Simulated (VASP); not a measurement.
Set up this calculation in VASP 6.6.1, as the native input.

```
Task                   : single point
Functional             : PBE
Potentials or basis    : VASP PAW PBE potentials, release 64 (V_sv)
Cutoff                 : 520 eV
k mesh                 : 9 × 9 × 9
Occupations            : gaussian, width 0.1 eV
Spin                   : no spin polarisation
Dipole correction      : no
Further INCAR settings : ALGO = Normal; EDIFF = 1e-07; NBANDS = 20
```

The structure of V lies in POSCAR:

```
V
1.0
    1.3890932441      0.8019933584      4.1800581704
   -1.3890932441      0.8019933584      4.1800581704
    0.0000000000     -1.6039867168      4.1800581703
V
2
Direct
    0.0873759521      0.0873759521      0.0873759521
    0.9126240479      0.9126240479      0.9126240479
```

One way to write it, as run:

INCAR

```
PREC = Accurate
ENCUT = 520
EDIFF = 1E-7
ISMEAR = 0
SIGMA = 0.1
LREAL = F
LASPH = T
NELM = 100
ALGO = Normal
ISIF = 2
LWAVE = F
LCHARG = T
GGA = PE
LELF = T
LVHAR = T
NBANDS = 20
```

KPOINTS

```
Automatic mesh
0
Gamma
  9 9 9
```

Potentials or basis: VASP PAW PBE potentials, release 64 (V_sv).

Launch:

```sh
$ cat potpaw_PBE.64/V_sv/POTCAR > POTCAR
$ mpirun -np 1 vasp_std > vasp.out
```

Results of the run:

```yaml
Pressure: 0.6 GPa
Largest_force: 0.073 eV/Å
Band_gap_on_the_k_mesh: zero (bands 13 and 14 overlap by 0.10 eV)
```

Run time: 44 s on 1 thread of Intel(R) Xeon(R) 6975P-C (Granite Rapids), on a shared host, peak memory 0.21 GiB.
